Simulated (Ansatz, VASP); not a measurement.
## One calculation of Al2GaP3, two programs

File INCAR:

```
  PREC = Accurate
  ENCUT = 520
  EDIFF = 1E-6
  ISMEAR = 0
  SIGMA = 0.02
  LREAL = False
  LASPH = True
  NELM = 80
  ALGO = Normal
  ISIF = 2
  LWAVE = False
  LCHARG = True
  GGA = PE
  LELF = True
  LVHAR = True
  NBANDS = 46
```

Contents of KPOINTS:

```
Automatic mesh
0
Gamma
  6 6 4
```

File POSCAR:

```
Al2GaP3
1.0
    6.7305890252      0.0000000000      0.0000000000
   -3.3652945126      5.8288610782      0.0000000000
    0.0000000000      0.0000000000      6.3887221000
Al Ga P
4 2 6
Direct
    0.0000000000      0.0000000000      0.0003880000
    0.6667410000      0.6667410000      0.4996800000
    0.3332590000      0.0000000000      0.4996800000
    0.0000000000      0.3332590000      0.4996800000
    0.3333333333      0.6666666667      0.0009550000
    0.6666666667      0.3333333333      0.0009550000
    0.3333333333      0.6666666667      0.3758420000
    0.0000000000      0.0000000000      0.3744660000
    0.6666666667      0.3333333333      0.3758420000
    0.6670770000      0.6670770000      0.8741710000
    0.3329230000      0.0000000000      0.8741710000
    0.0000000000      0.3329230000      0.8741710000
```

Input for Ansatz:

```yaml
crystal:
  lattice:
    - [6.7305890252, 0.0, 0.0]
    - [-3.3652945126, 5.8288610782, 0.0]
    - [0.0, 0.0, 6.3887221]
  atoms:
    - { symbol: Al, position: [0.0, 0.0, 0.000388] }
    - { symbol: Al, position: [0.666741, 0.666741, 0.49968] }
    - { symbol: Al, position: [0.333259, 0.0, 0.49968] }
    - { symbol: Al, position: [0.0, 0.333259, 0.49968] }
    - { symbol: Ga, position: [0.3333333333, 0.6666666667, 0.000955] }
    - { symbol: Ga, position: [0.6666666667, 0.3333333333, 0.000955] }
    - { symbol: P, position: [0.3333333333, 0.6666666667, 0.375842] }
    - { symbol: P, position: [0.0, 0.0, 0.374466] }
    - { symbol: P, position: [0.6666666667, 0.3333333333, 0.375842] }
    - { symbol: P, position: [0.667077, 0.667077, 0.874171] }
    - { symbol: P, position: [0.332923, 0.0, 0.874171] }
    - { symbol: P, position: [0.0, 0.332923, 0.874171] }
basis:
  ecutwfc: 420
kpoints:
  mp_grid: { grid: [6, 6, 4] }
  band_path:
    path:
      - [[0.0, 0.0, 0.0], [0.5, 0.0, 0.0], [0.33333333, 0.33333333, 0.0], [0.0, 0.0, 0.0], [0.0, 0.0, 0.5], [0.5, 0.0, 0.5], [0.33333333, 0.33333333, 0.5], [0.0, 0.0, 0.5]]
      - [[0.5, 0.0, 0.5], [0.5, 0.0, 0.0]]
      - [[0.33333333, 0.33333333, 0.5], [0.33333333, 0.33333333, 0.0], [0.33333333, 0.33333333, -0.5]]
    npoints: 10
hamiltonian:
  xc: pbe
scf:
  occupations: { method: gaussian, width: 0.02 }
  n_extra_bands: 30
output:
  forces: true
  stress: true
  eigenvalues: true
  populations: true
  dos: { projected: true, de: 0.02, nscf_kmesh: { grid: [9, 9, 6] } }
  bader: false
  write_density: true
  write_potential: true
  elf: true
  volumetric_format: npy
```

Alike in both runs: task single point; functional PBE; k mesh 6 × 6 × 4; occupations gaussian, width 0.02 eV; no spin polarisation.

|  | VASP | Ansatz |
| --- | --- | --- |
| version | VASP 6.6.1 | Ansatz 0.2.0 |
| potentials or method | VASP PAW PBE potentials, release 64 (Al, Ga_d, P), cutoff 520 eV | scalar-relativistic, plane waves, PAW |
| valence electrons in the cell | 68 | 68 |

|  | VASP | Ansatz | Ansatz less VASP |
| --- | --- | --- | --- |
| gap on the k mesh at the Fermi level (eV) | 1.71 | 1.71 | +0.003 |
| least direct gap on the mesh (eV) | 1.84 | 1.84 | +0.003 |
| pressure (GPa) | -0.1 | 0.0 | +0.07 |

With one functional, cell and mesh, what is left measures potentials, basis and numerics.
